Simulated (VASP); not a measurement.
# Cu (Cmcm) in VASP: notebook, part 3 of 3

VASP 6.6.1.

**5. Single point, r2SCAN**

This run uses another cell than the first one, of 12.01 Å³/atom.

POSCAR

```
Cu
1.0
    1.2196350011     -3.9717226926      0.0000000000
    1.2196350011      3.9717226926      0.0000000000
    0.0000000000      0.0000000000      2.4801635644
Cu
2
Direct
    0.1338924149      0.8661075851      0.2500000000
    0.8661075851      0.1338924149      0.7500000000
```

INCAR.step1

```
SYSTEM = Cu
PREC = Accurate ; ENCUT = 660
ISMEAR = -1 ; SIGMA = 0.1
LREAL = .FALSE. ; LASPH = .TRUE.
NELM = 120 ; NBANDS = 18
GGA = PE ; ALGO = Normal
EDIFF = 1E-5 ; LWAVE = .TRUE.
LCHARG = .FALSE. ; GGA_COMPAT = .FALSE.
```

INCAR.step2

```
SYSTEM = Cu
PREC = Accurate ; ENCUT = 660
EDIFF = 1E-6 ; ISMEAR = -1
SIGMA = 0.1 ; LREAL = .FALSE.
LASPH = .TRUE. ; NELM = 120
ALGO = Normal ; ISIF = 2
LWAVE = .FALSE. ; LCHARG = .FALSE.
METAGGA = R2SCAN ; LMIXTAU = .TRUE.
NBANDS = 18 ; ISTART = 1
GGA_COMPAT = .FALSE.
```

KPOINTS

```
regular mesh
0
G
  13 13 12
  0 0 0
```

Potentials or basis: VASP PAW PBE potentials, release 64 (Cu).

Command:

```
cat potpaw_PBE.64/Cu/POTCAR > POTCAR
cp INCAR.step1 INCAR
mpirun -np 1 vasp_std > vasp.out
cp INCAR.step2 INCAR
mpirun -np 1 vasp_std > vasp.out
```

OUTCAR:

```text
SYSTEM = Cu
   PREC = Accurate
   ENCUT = 660
   EDIFF = 1E-6
   ISMEAR = -1
   LREAL = .FALSE.
   LASPH = .TRUE.
   NELM = 120
   ISIF = 2
   METAGGA = R2SCAN
   ISTART = 1

 ion  position               nearest neighbor table
   1  0.134  0.866  0.250-   2 2.46   2 2.46   2 2.54   2 2.54   2 2.54   2 2.54
   2  0.866  0.134  0.750-   1 2.46   1 2.46   1 2.54   1 2.54   1 2.54   1 2.54

  LATTYP: Found a base centered orthorhombic cell.
 ALAT       =     2.4392700022
 B/A-ratio  =     3.2564846770
 C/A-ratio  =     1.0167646723

  Lattice vectors:

 A1 = (   1.2196350011,  -3.9717226926,   0.0000000000)
 A2 = (   1.2196350011,   3.9717226926,   0.0000000000)
 A3 = (   0.0000000000,   0.0000000000,   2.4801635644)

Analysis of symmetry for initial positions (statically):
=====================================================================
 Subroutine PRICEL returns:
 Original cell was already a primitive cell.

 Routine SETGRP: Setting up the symmetry group for a
 base centered orthorhombic supercell.

 Subroutine GETGRP returns: Found  8 space group operations
 (whereof  4 operations were pure point group operations)
 out of a pool of  8 trial point group operations.

The static configuration has the point symmetry C_2h.
 The point group associated with its full space group is D_2h.

Analysis of symmetry for dynamics (positions and initial velocities):
=====================================================================
 Subroutine PRICEL returns:
 Original cell was already a primitive cell.

 Routine SETGRP: Setting up the symmetry group for a
 base centered orthorhombic supercell.

 Subroutine GETGRP returns: Found  8 space group operations
 (whereof  4 operations were pure point group operations)
 out of a pool of  8 trial point group operations.

The dynamic configuration has the point symmetry C_2h.
 The point group associated with its full space group is D_2h.

 Subroutine INISYM returns: Found  8 space group operations
 (whereof  4 operations are pure point group operations),
 and found     1 'primitive' translations

----------------------------------------------------------------------------------------

                                     Primitive cell

  volume of cell :      24.0281

  direct lattice vectors                    reciprocal lattice vectors
     1.219635001 -3.971722693  0.000000000     0.409958717 -0.125889957  0.000000000
     1.219635001  3.971722693  0.000000000     0.409958717  0.125889957  0.000000000
     0.000000000  0.000000000  2.480163564     0.000000000  0.000000000  0.403199214

  length of vectors
     4.154767224  4.154767224  2.480163564     0.428852458  0.428852458  0.403199214

  position of ions in fractional coordinates (direct lattice)
     0.133892415  0.866107585  0.250000000
     0.866107585  0.133892415  0.750000000

  ion indices of the primitive-cell ions
   primitive index   ion index
                 1           1
                 2           2

----------------------------------------------------------------------------------------

 KPOINTS: regular mesh

Automatic generation of k-mesh.
 Grid dimensions read from file:
 generate k-points for:   13   13   12

 Generating k-lattice:

  Cartesian coordinates                     Fractional coordinates (reciprocal lattice)
     0.031535286 -0.009683843  0.000000000     0.076923077  0.000000000  0.000000000
     0.031535286  0.009683843  0.000000000     0.000000000  0.076923077  0.000000000
     0.000000000  0.000000000  0.033599935     0.000000000  0.000000000  0.083333333

  Length of vectors
     0.032988651  0.032988651  0.033599935

  Shift w.r.t. Gamma in fractional coordinates (k-lattice)
     0.000000000  0.000000000  0.000000000

 Subroutine IBZKPT returns following result:
 ===========================================

 Found    343 irreducible k-points:

 Following reciprocal coordinates:
            Coordinates               Weight
  0.000000  0.000000  0.000000      1.000000
  0.076923 -0.000000  0.000000      4.000000
  0.153846 -0.000000  0.000000      4.000000
  0.230769 -0.000000  0.000000      4.000000
  0.307692 -0.000000  0.000000      4.000000
  0.384615 -0.000000  0.000000      4.000000
[... 16 lines left out ...]
  0.384615  0.153846  0.000000      4.000000
  0.461538  0.153846  0.000000      4.000000
 [... further k-points ...]
   k-points           NKPTS =    343   k-points in BZ     NKDIM =    343   number of bands    NBANDS=     18
   number of dos      NEDOS =    301   number of ions     NIONS =      2
   total plane-waves  NPLWV =  31104
   dimension x,y,z NGX =    36 NGY =   36 NGZ =   24
   dimension x,y,z NGXF=    72 NGYF=   72 NGZF=   48
   ions per type =               2
   NGX,Y,Z   is equivalent  to a cutoff of  14.40, 14.40, 16.09 a.u.
   NGXF,Y,Z  is equivalent  to a cutoff of  28.81, 28.81, 32.17 a.u.
 SYSTEM =  Cu
   PREC   = accura    normal or accurate (medium, high low for compatibility)
   ISTART =      1    job   : 0-new  1-cont  2-samecut
   ICHARG =      0    charge: 1-file 2-atom 10-const
   ISPIN  =      1    spin polarized calculation?
   LNONCOLLINEAR =      F non collinear calculations
   LSORBIT =      F    spin-orbit coupling
   LASPH  =      T    aspherical Exc in radial PAW
   ENCUT  =  660.0 eV  48.51 Ry    6.96 a.u.   8.70  8.70  5.20*2*pi/ulx,y,z
   NELM   =    120;   NELMIN=  2; NELMDL=  0     # of ELM steps
   EDIFF  = 0.1E-05   stopping-criterion for ELM
   LREAL  =      F    real-space projection
   EDIFFG = 0.1E-04   stopping-criterion for IOM
   NSW    =      0    number of steps for IOM
   IBRION =     -1    ionic relax: 0-MD 1-quasi-New 2-CG
   NFREE  =      0    steps in history (QN), initial steepest desc. (CG)
   ISIF   =      2    stress and relaxation
   ISYM   =      2    0-nonsym 1-usesym 2-fastsym
   POTIM  = 0.5000    time-step for ionic-motion
   TEBEG  =    0.0;   TEEND  =   0.0 temperature during run
   PSTRESS=    0.0 pullay stress
   NELECT =      22.0000    total number of electrons
   NUPDOWN=      -1.0000    fix difference up-down
   EMIN   =  10.00;   EMAX   =-10.00  energy-range for DOS
   EFERMI =   0.00;   METHOD = LEGACY
   ISMEAR =    -1;   SIGMA  =   0.10  broadening in eV -4-tet -1-fermi 0-gaus
   EFERMI_NEDOS =   21; number of points for ismear=-14 and -15
   IALGO  =     38    algorithm
   IMIX   =      4    mixing-type and parameters
     AMIX     =   0.40;   BMIX     =  1.00
     AMIX_MAG =   1.60;   BMIX_MAG =  1.00
  volume/ion in A,a.u.               =      12.01        81.07
  Fermi-wavevector in a.u.,A,eV,Ry     =   1.589679  3.004057 34.382988  2.527078
  Thomas-Fermi vector in A             =   2.688491
   LORBIT       =      0    0 simple, 1 ext, 2 COOP (PROOUT), +10 PAW based schemes
   METAGGA = R2SCAN    functional components
   LHFCALC =     F    Hartree Fock is set to
   AEXX    =    0.0000 exact exchange contribution
   IVDW    =     0    specifies the selected vdW correction
   LEPSILON=     F    determine dielectric tensor
   LRPA    =     F    only Hartree local field effects (RPA)
 non-spin polarized calculation
  energy-cutoff  :      660.00
  volume of cell :       24.03
 maximum number of plane-waves:       943
   NGX = 17   NGY = 17   NGZ = 11

 number of electron      22.0000004 magnetization

 Free energy of the ion-electron system (eV)
  ---------------------------------------------------
  ext. energy  EPLUGINS =         0.00000000
  ---------------------------------------------------
  free energy    TOTEN  =       -21.35730470 eV

  energy without entropy =      -21.34039388  energy(sigma->0) =      -21.34884929

 E-fermi :   7.1937     XC(G=0): -13.5635

 val. band max:        7.1820069741   @ k =  -0.4615   0.1538   0.0000
 cond. band min:       7.2068037526   @ k =   0.0000   0.0000   0.0000
 fundamental gap:      0.0247967785
 Fermi energy:         7.1937462743

 k-point     1 :       0.0000    0.0000    0.0000
  band No.  band energies     occupation
      1      -2.3231      2.00000
      2       2.0849      2.00000
      3       2.8647      2.00000
      4       3.3553      2.00000
      5       4.0601      2.00000
      6       4.3385      2.00000
[... 10 lines left out ...]
     17      27.3709      0.00000
     18      29.5647      0.00000
[... 463 lines left out ...]
 k-point    24 :       0.4615    0.1538    0.0000
  band No.  band energies     occupation
      1       1.6572      2.00000
      2       2.3463      2.00000
      3       3.4365      2.00000
      4       3.8132      2.00000
      5       3.9407      2.00000
      6       4.3247      2.00000
[... 10 lines left out ...]
     17      28.9612      0.00000
     18      30.0213      0.00000

 [... further k-points ...]

------------------------ aborting loop because EDIFF is reached ----------------------------------------

  FORCE on cell =-STRESS in cart. coord.  units (eV):
  Direction    XX          YY          ZZ          XY          YZ          ZX
  --------------------------------------------------------------------------------------
  -------------------------------------------------------------------------------------
  Total        0.0874677      0.1020738      0.1144472      0.0000000      0.0000000      0.0000000
  in kB        5.8322937      6.8062151      7.6312691      0.0000000      0.0000000      0.0000000
  external PRESSURE =       6.7565926 kB  Pullay stress =       0.0000000 kB

 VOLUME and BASIS-vectors are now :
 -----------------------------------------------------------------------------
  energy-cutoff  :      660.00
  volume of cell :       24.03
      direct lattice vectors                 reciprocal lattice vectors
     1.219635001 -3.971722693  0.000000000     0.409958717 -0.125889957  0.000000000
     1.219635001  3.971722693  0.000000000     0.409958717  0.125889957  0.000000000
     0.000000000  0.000000000  2.480163564     0.000000000  0.000000000  0.403199214

 POSITION                                       TOTAL-FORCE (eV/Angst)
 -----------------------------------------------------------------------------------
      1.21964      2.90816      0.62004         0.000000     -0.001176     -0.000000
      1.21964     -2.90816      1.86012         0.000000      0.001176      0.000000
 -----------------------------------------------------------------------------------
    total drift:                                0.000000      0.000000      0.000000

  FREE ENERGIE OF THE ION-ELECTRON SYSTEM (eV)
  ---------------------------------------------------
  free  energy   TOTEN  =       -21.3573047029 eV

  energy  without entropy=      -21.3403938840  energy(sigma->0) =      -21.34884929
```

Wall time 28 min (1 thread of AMD EPYC 9755, shared host); peak memory 0.28 GiB.

Results:

```yaml
Free_energy: -21.3573 eV
Pressure: 0.7 GPa
Band_gap_on_the_k_mesh: zero (bands 11 and 12 overlap by 5.94 eV)
```

Levels at points of the mesh, in eV from the Fermi level:
| k point | band 9 | band 10 | band 11 | band 12 | band 13 | band 14 |
| --- | --- | --- | --- | --- | --- | --- |
| (0.00, 0.00, 0.00) | -1.96 | -1.82 | -1.52 | 0.01 | 5.10 | 15.43 |
| (0.00, 0.00, 0.50) | -1.82 | -1.82 | -0.03 | -0.03 | 8.58 | 8.58 |

Caveat: the PAW data sets were made with another functional, which shifts forces and pressure a little.

**6. Summary**

| cell | gap on the mesh (eV) | pressure (GPa) |
| --- | --- | --- |
| a = 4.028, b = 4.028, c = 2.393 Å, angles 90.0, 90.0, 146.2°, 2 atoms, atomic positions A | none | 20.5 |
| a = 4.083, b = 4.083, c = 2.431 Å, angles 90.0, 90.0, 146.0°, 2 atoms, atomic positions B | none | 10.7 |
| a = 4.116, b = 4.116, c = 2.454 Å, angles 90.0, 90.0, 146.0°, 2 atoms, atomic positions C | none | 5.7 |
| a = 4.155, b = 4.155, c = 2.480 Å, angles 90.0, 90.0, 145.9°, 2 atoms, atomic positions D | none | 0.7 |

Alike in all rows: task single point; level r2SCAN; potentials or basis VASP PAW PBE potentials, release 64 (Cu); no spin polarisation; k mesh 13 × 13 × 12; cutoff (eV) 660; smearing fermi-dirac 0.1 eV.

Caveats: the PAW data sets were made with another functional, which shifts forces and pressure a little; the cell stands under pressure (at least some runs).

Total energies depend on the potentials used, so only differences within one code and one set of settings carry meaning.

The gap in the log of VASP goes by the Fermi energy; the results here count the filled bands.